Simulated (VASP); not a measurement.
# Re (I4/mmm) in VASP: further runs

Re is run at these levels: r2SCAN; tasks: single point.

Program: VASP 6.6.1. These are calculated values, not measurements. Logs are shortened: lines on timing, memory, paths and dates and some standing lists are left out, and cuts for length are marked.

## Step 1: The cell of the first run

It takes space group I4/mmm (No. 139, tetragonal). The conventional cell has a = 2.831 Å, b = 2.831 Å, c = 3.844 Å, α = 90.00°, β = 90.00°, γ = 90.00°. Within 3.7 Å of Re (site symmetry 4/mmm) lie 12 Re at 2.78 to 2.83 Å.

## Step 2: Single point, r2SCAN

Input file POSCAR:

```
Re
1.0
    0.0000000000      2.0020581569      1.9219758306
    2.0020581569      0.0000000000      1.9219758306
    2.0020581569      2.0020581569      0.0000000000
Re
1
Direct
    0.0000000000      0.0000000000      0.0000000000
```

Input file INCAR.step1:

```
SYSTEM = Re
PREC = Accurate
ENCUT = 520
ISMEAR = 0
SIGMA = 0.15
LREAL = .FALSE.
LASPH = .TRUE.
NELM = 80
NBANDS = 10
GGA = PE
ALGO = Normal
EDIFF = 1E-4
LWAVE = .TRUE.
LCHARG = .FALSE.
```

Input file INCAR.step2:

```
SYSTEM = Re
PREC = Accurate
ENCUT = 520
EDIFF = 1E-7
ISMEAR = 0
SIGMA = 0.15
LREAL = .FALSE.
LASPH = .TRUE.
NELM = 80
ALGO = Normal
ISIF = 2
LWAVE = .FALSE.
LCHARG = .FALSE.
METAGGA = R2SCAN
LMIXTAU = .TRUE.
NBANDS = 10
ISTART = 1
```

Input file KPOINTS:

```
regular mesh
0
G
  22 22 22
  0 0 0
```

Potentials or basis: VASP PAW PBE potentials, release 64 (Re).

Launch:

```bash
$ cat potpaw_PBE.64/Re/POTCAR > POTCAR
$ cp INCAR.step1 INCAR
$ mpirun -np 1 vasp_std > vasp.out
$ cp INCAR.step2 INCAR
$ mpirun -np 1 vasp_std > vasp.out
```

OUTCAR:

```text
SYSTEM = Re
   PREC = Accurate
   ENCUT = 520
   EDIFF = 1E-7
   ISMEAR = 0
   LREAL = .FALSE.
   LASPH = .TRUE.
   NELM = 80
   ISIF = 2
   METAGGA = R2SCAN
   ISTART = 1

 ion  position               nearest neighbor table
   1  0.000  0.000  0.000-

  LATTYP: Found a body centered tetragonal cell.
 ALAT       =     2.8313377981
 C/A-ratio  =     1.3576450199

  Lattice vectors:

 A1 = (   0.0000000000,  -2.0020581569,  -1.9219758306)
 A2 = (   0.0000000000,   2.0020581569,  -1.9219758306)
 A3 = (   2.0020581569,   0.0000000000,   1.9219758306)

Analysis of symmetry for initial positions (statically):
=====================================================================
 Subroutine PRICEL returns:
 Original cell was already a primitive cell.

 Routine SETGRP: Setting up the symmetry group for a
 body centered tetragonal supercell.

 Subroutine GETGRP returns: Found 16 space group operations
 (whereof 16 operations were pure point group operations)
 out of a pool of 16 trial point group operations.

The static configuration has the point symmetry D_4h.

Analysis of symmetry for dynamics (positions and initial velocities):
=====================================================================
 Subroutine PRICEL returns:
 Original cell was already a primitive cell.

 Routine SETGRP: Setting up the symmetry group for a
 body centered tetragonal supercell.

 Subroutine GETGRP returns: Found 16 space group operations
 (whereof 16 operations were pure point group operations)
 out of a pool of 16 trial point group operations.

The dynamic configuration has the point symmetry D_4h.

 Subroutine INISYM returns: Found 16 space group operations
 (whereof 16 operations are pure point group operations),
 and found     1 'primitive' translations

----------------------------------------------------------------------------------------

                                     Primitive cell

  volume of cell :      15.4075

  direct lattice vectors                    reciprocal lattice vectors
     0.000000000  2.002058157  1.921975831    -0.249742995  0.249742995  0.260148953
     2.002058157  0.000000000  1.921975831     0.249742995 -0.249742995  0.260148953
     2.002058157  2.002058157  0.000000000     0.249742995  0.249742995 -0.260148953

  length of vectors
     2.775288806  2.775288806  2.831337798     0.438657731  0.438657731  0.438657731

  position of ions in fractional coordinates (direct lattice)
     0.000000000  0.000000000  0.000000000

  ion indices of the primitive-cell ions
   primitive index   ion index
                 1           1

----------------------------------------------------------------------------------------

 KPOINTS: regular mesh

Automatic generation of k-mesh.
 Grid dimensions read from file:
 generate k-points for:   22   22   22

 Generating k-lattice:

  Cartesian coordinates                     Fractional coordinates (reciprocal lattice)
    -0.011351954  0.011351954  0.011824952     0.045454545  0.000000000  0.000000000
     0.011351954 -0.011351954  0.011824952     0.000000000  0.045454545  0.000000000
     0.011351954  0.011351954 -0.011824952     0.000000000  0.000000000  0.045454545

  Length of vectors
     0.019938988  0.019938988  0.019938988

  Shift w.r.t. Gamma in fractional coordinates (k-lattice)
     0.000000000  0.000000000  0.000000000

 Subroutine IBZKPT returns following result:
 ===========================================

 Found    834 irreducible k-points:

 Following reciprocal coordinates:
            Coordinates               Weight
  0.000000  0.000000  0.000000      1.000000
  0.045455  0.000000  0.000000      8.000000
  0.090909  0.000000  0.000000      8.000000
  0.136364  0.000000  0.000000      8.000000
  0.181818  0.000000  0.000000      8.000000
  0.227273  0.000000  0.000000      8.000000
[... 16 lines left out ...]
  0.500000  0.045455  0.000000      8.000000
 -0.454545  0.045455  0.000000      8.000000
 [... further k-points ...]
   k-points           NKPTS =    834   k-points in BZ     NKDIM =    834   number of bands    NBANDS=     10
   number of dos      NEDOS =    301   number of ions     NIONS =      1
   total plane-waves  NPLWV =  13824
   dimension x,y,z NGX =    24 NGY =   24 NGZ =   24
   dimension x,y,z NGXF=    48 NGYF=   48 NGZF=   48
   ions per type =               1
   NGX,Y,Z   is equivalent  to a cutoff of  14.38, 14.38, 14.09 a.u.
   NGXF,Y,Z  is equivalent  to a cutoff of  28.75, 28.75, 28.18 a.u.
 SYSTEM =  Re
   PREC   = accura    normal or accurate (medium, high low for compatibility)
   ISTART =      1    job   : 0-new  1-cont  2-samecut
   ICHARG =      0    charge: 1-file 2-atom 10-const
   ISPIN  =      1    spin polarized calculation?
   LNONCOLLINEAR =      F non collinear calculations
   LSORBIT =      F    spin-orbit coupling
   LASPH  =      T    aspherical Exc in radial PAW
   ENCUT  =  520.0 eV  38.22 Ry    6.18 a.u.   5.16  5.16  5.26*2*pi/ulx,y,z
   NELM   =     80;   NELMIN=  2; NELMDL=  0     # of ELM steps
   EDIFF  = 0.1E-06   stopping-criterion for ELM
   LREAL  =      F    real-space projection
   EDIFFG = 0.1E-05   stopping-criterion for IOM
   NSW    =      0    number of steps for IOM
   IBRION =     -1    ionic relax: 0-MD 1-quasi-New 2-CG
   NFREE  =      0    steps in history (QN), initial steepest desc. (CG)
   ISIF   =      2    stress and relaxation
   ISYM   =      2    0-nonsym 1-usesym 2-fastsym
   POTIM  = 0.5000    time-step for ionic-motion
   TEBEG  =    0.0;   TEEND  =   0.0 temperature during run
   PSTRESS=    0.0 pullay stress
   NELECT =       7.0000    total number of electrons
   NUPDOWN=      -1.0000    fix difference up-down
   EMIN   =  10.00;   EMAX   =-10.00  energy-range for DOS
   EFERMI =   0.00;   METHOD = LEGACY
   ISMEAR =     0;   SIGMA  =   0.15  broadening in eV -4-tet -1-fermi 0-gaus
   EFERMI_NEDOS =   21; number of points for ismear=-14 and -15
   IALGO  =     38    algorithm
   IMIX   =      4    mixing-type and parameters
     AMIX     =   0.40;   BMIX     =  1.00
     AMIX_MAG =   1.60;   BMIX_MAG =  1.00
  volume/ion in A,a.u.               =      15.41       103.97
  Fermi-wavevector in a.u.,A,eV,Ry     =   1.258531  2.378278 21.550255  1.583899
  Thomas-Fermi vector in A             =   2.392135
   LORBIT       =      0    0 simple, 1 ext, 2 COOP (PROOUT), +10 PAW based schemes
   METAGGA = R2SCAN    functional components
   LHFCALC =     F    Hartree Fock is set to
   AEXX    =    0.0000 exact exchange contribution
   IVDW    =     0    specifies the selected vdW correction
   LEPSILON=     F    determine dielectric tensor
   LRPA    =     F    only Hartree local field effects (RPA)
 non-spin polarized calculation
 Gauss-broadening in eV      SIGMA  =   0.15
  energy-cutoff  :      520.00
  volume of cell :       15.41
 maximum number of plane-waves:       435
 NGX is ok and might be reduce to    24

 number of electron       7.0000000 magnetization

 Free energy of the ion-electron system (eV)
  ---------------------------------------------------
  ext. energy  EPLUGINS =         0.00000000
  ---------------------------------------------------
  free energy    TOTEN  =       -52.35016818 eV

  energy without entropy =      -52.34099691  energy(sigma->0) =      -52.34558254

 E-fermi :   7.4463     XC(G=0): -14.7084

 val. band max:        7.4457886511   @ k =  -0.2727   0.0909   0.2727
 cond. band min:       7.4475807379   @ k =  -0.4545   0.2727   0.0455
 fundamental gap:      0.0017920868
 Fermi energy:         7.4463382972

 k-point     1 :       0.0000    0.0000    0.0000
  band No.  band energies     occupation
      1      -2.8988      2.00000
      2       5.3339      2.00000
      3       5.3339      2.00000
      4       5.9257      2.00000
      5       8.2979      0.00000
      6       9.0706      0.00000
      7      21.9142      0.00000
      8      27.2383      0.00000
      9      27.2383      0.00000
     10      28.7327      0.00000

 k-point     2 :       0.0455    0.0000    0.0000
  band No.  band energies     occupation
      1      -2.8026      2.00000
      2       5.3075      2.00000
      3       5.3784      2.00000
      4       5.9299      2.00000
      5       8.2695      0.00000
      6       9.0281      0.00000
      7      22.1003      0.00000
      8      26.9271      0.00000
      9      27.4067      0.00000
     10      28.6280      0.00000

 k-point     3 :       0.0909    0.0000    0.0000
  band No.  band energies     occupation
      1      -2.5207      2.00000
      2       5.1968      2.00000
      3       5.4987      2.00000
      4       5.9835      2.00000
      5       8.2040      0.00000
      6       8.9173      0.00000
      7      22.6256      0.00000
      8      25.9819      0.00000
      9      27.9016      0.00000
     10      28.9244      0.00000

 k-point     4 :       0.1364    0.0000    0.0000
  band No.  band energies     occupation
      1      -2.0734      2.00000
      2       4.9964      2.00000
      3       5.6516      2.00000
      4       6.1112      2.00000
      5       8.1604      0.00000
      6       8.7885      0.00000
      7      23.3507      0.00000
      8      24.8810      0.00000
      9      28.6945      0.00000
     10      29.6748      0.00000
[... 222 lines left out ...]
 k-point    22 :       0.4545    0.0455    0.0000
  band No.  band energies     occupation
      1       0.6120      2.00000
      2       5.1976      2.00000
      3       5.6455      2.00000
      4       6.8041      2.00000
      5      10.8216      0.00000
      6      11.1776      0.00000
      7      17.7317      0.00000
      8      21.8553      0.00000
      9      27.8127      0.00000
     10      28.9045      0.00000

 k-point    23 :       0.5000    0.0455    0.0000
  band No.  band energies     occupation
      1       0.6188      2.00000
      2       5.1394      2.00000
      3       5.5836      2.00000
      4       7.2321      1.95660
      5      11.1383      0.00000
      6      11.2761      0.00000
      7      17.2022      0.00000
      8      21.5820      0.00000
      9      27.6012      0.00000
     10      28.3066      0.00000

 k-point    24 :      -0.4545    0.0455    0.0000
  band No.  band energies     occupation
      1       0.6178      2.00000
      2       5.1428      2.00000
      3       5.5863      2.00000
      4       7.1684      1.99123
      5      11.0865      0.00000
      6      11.1852      0.00000
      7      17.3420      0.00000
      8      21.6309      0.00000
      9      27.9457      0.00000
     10      28.1867      0.00000

 [... further k-points ...]
[... 5 lines left out ...]
  --------------------------------------------------------------------------------------
  -------------------------------------------------------------------------------------
  Total       -1.8113134     -1.8113134     -0.8372798      0.0000000     -0.0000000      0.0000000
  in kB     -188.3531506   -188.3531506    -87.0662674      0.0000000     -0.0000000      0.0000000
  external PRESSURE =    -154.5908562 kB  Pullay stress =       0.0000000 kB

 VOLUME and BASIS-vectors are now :
 -----------------------------------------------------------------------------
  energy-cutoff  :      520.00
  volume of cell :       15.41
      direct lattice vectors                 reciprocal lattice vectors
     0.000000000  2.002058157  1.921975831    -0.249742995  0.249742995  0.260148953
     2.002058157  0.000000000  1.921975831     0.249742995 -0.249742995  0.260148953
     2.002058157  2.002058157  0.000000000     0.249742995  0.249742995 -0.260148953

 POSITION                                       TOTAL-FORCE (eV/Angst)
 -----------------------------------------------------------------------------------
      0.00000      0.00000      0.00000         0.000000     -0.000000     -0.000000
 -----------------------------------------------------------------------------------
    total drift:                               -0.000000      0.000000     -0.000000

  FREE ENERGIE OF THE ION-ELECTRON SYSTEM (eV)
  ---------------------------------------------------
  free  energy   TOTEN  =       -52.3501681773 eV

  energy  without entropy=      -52.3409969090  energy(sigma->0) =      -52.34558254
```

It took 5.5 min on 1 thread of Intel Xeon Platinum 8488C (Sapphire Rapids), shared host; peak memory 0.27 GiB.

What came out:

```
Free energy : -52.3502 eV
Pressure    : -15.5 GPa
```

Levels at points of the mesh, in eV from the Fermi level:
```tsv
k point	band 1	band 2	band 3	band 4	band 5	band 6	band 7	band 8	band 9
(0.00, 0.00, 0.00)	-10.35	-2.11	-2.11	-1.52	0.85	1.62	14.47	19.79	19.79
(0.50, 0.00, 0.00)	-6.91	-2.39	-1.73	0.00	3.47	3.83	9.78	13.91	20.24
(0.50, 0.00, 0.50)	-6.76	-5.90	2.30	3.64	4.03	4.57	12.45	12.56	13.04
```

Caveat: the PAW data sets were made with another functional, which shifts forces and pressure a little; spin-orbit coupling is left out, which moves the levels of the heavy elements.

## Step 3: Single point, r2SCAN

Input file POSCAR:

```
Re
1.0
    0.0000000000      1.9431395899      2.0402965694
    1.9431395899      0.0000000000      2.0402965694
    1.9431395899      1.9431395899      0.0000000000
Re
1
Direct
    0.0000000000      0.0000000000      0.0000000000
```

Input file INCAR.step1:

```
SYSTEM = Re
  PREC = Accurate
  ENCUT = 520
  ISMEAR = 0
  SIGMA = 0.15
  LREAL = .False.
  LASPH = .True.
  NELM = 80
  NBANDS = 10
  GGA = PE
  ALGO = Normal
  EDIFF = 1E-4
  LWAVE = .True.
  LCHARG = .False.
```

Input file INCAR.step2:

```
SYSTEM = Re
  PREC = Accurate
  ENCUT = 520
  EDIFF = 1E-7
  ISMEAR = 0
  SIGMA = 0.15
  LREAL = .False.
  LASPH = .True.
  NELM = 80
  ALGO = Normal
  ISIF = 2
  LWAVE = .False.
  LCHARG = .False.
  METAGGA = R2SCAN
  LMIXTAU = .True.
  NBANDS = 10
  ISTART = 1
```

Input file KPOINTS:

```
regular mesh
0
Gamma
  22 22 22
  0 0 0
```

Potentials or basis: VASP PAW PBE potentials, release 64 (Re).

Launch:

```bash
$ cat potpaw_PBE.64/Re/POTCAR > POTCAR
$ cp INCAR.step1 INCAR
$ mpirun -np 1 vasp_std > vasp.out
$ cp INCAR.step2 INCAR
$ mpirun -np 1 vasp_std > vasp.out
```

Run time: 4.2 min. Hardware: 1 thread of Intel Xeon Platinum 8488C (Sapphire Rapids), shared host; peak memory 0.26 GiB.

It converged, with:

```
Free energy : -52.3425 eV
Pressure    : -15.3 GPa
```

Stress tensor (GPa, compression positive):
```
-10.72   0.00   0.00
  0.00 -10.72   0.00
  0.00   0.00 -24.44
```

Levels at points of the mesh, in eV from the Fermi level:
```tsv
k point	band 1	band 2	band 3	band 4	band 5	band 6
(0.00, 0.00, 0.00)	-10.35	-2.41	-1.67	-1.67	0.73	1.73
(0.50, 0.00, 0.00)	-6.91	-2.44	-1.68	0.00	3.46	3.83
(0.50, 0.50, 0.00)	-6.79	-5.90	1.91	3.73	4.28	4.28
(0.50, 0.00, 0.50)	-6.72	-5.94	2.95	3.57	3.94	4.69
```

Caveat: the PAW data sets were made with another functional, which shifts forces and pressure a little; spin-orbit coupling is left out, which moves the levels of the heavy elements.
